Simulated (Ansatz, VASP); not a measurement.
## Si3Ge in VASP and in Ansatz

```xyz
4
Lattice="3.8585 0.0000 0.0000 0.0000 3.8585 0.0000 0.0000 0.0000 5.5140" Properties=species:S:1:pos:R:3 pbc="T T T"
Si    1.9293    0.0000    4.1619
Si    1.9293    1.9293    0.0000
Si    0.0000    1.9293    1.3520
Ge    0.0000    0.0000    2.7570
```

Change from the starting cell: epitaxial_xy strain -0.8%.

Alike in both runs: task single point; functional HSE06; k mesh 4 × 4 × 4; no spin polarisation.

```csv
,VASP,Ansatz
version,VASP 6.6.1,Ansatz 0.2.0
potentials or method,"VASP PAW PBE potentials, release 64 (Si, Ge_d)","plane waves, PAW"
plane-wave cutoff (eV),520,420
occupations,"gaussian, width 0.01 eV",fixed
valence electrons in the cell,26,26
```

|  | VASP | Ansatz | Ansatz less VASP |
| --- | --- | --- | --- |
| gap on the k mesh at the Fermi level (eV) | 0.88 | 0.86 | -0.013 |
| pressure (GPa) | 0.8 | 1.1 | +0.27 |
| traceless stress, the component that is largest in VASP (GPa) | -1.63 | -1.63 | -0.001 |
| rms of the force components (eV/Å) | 0.020 | 0.017 | -0.0031 |

Atom by atom the forces differ by 0.003 eV/Å (rms over components). Ansatz's warnings: stress exchange threshold loose, stress scf threshold loose.
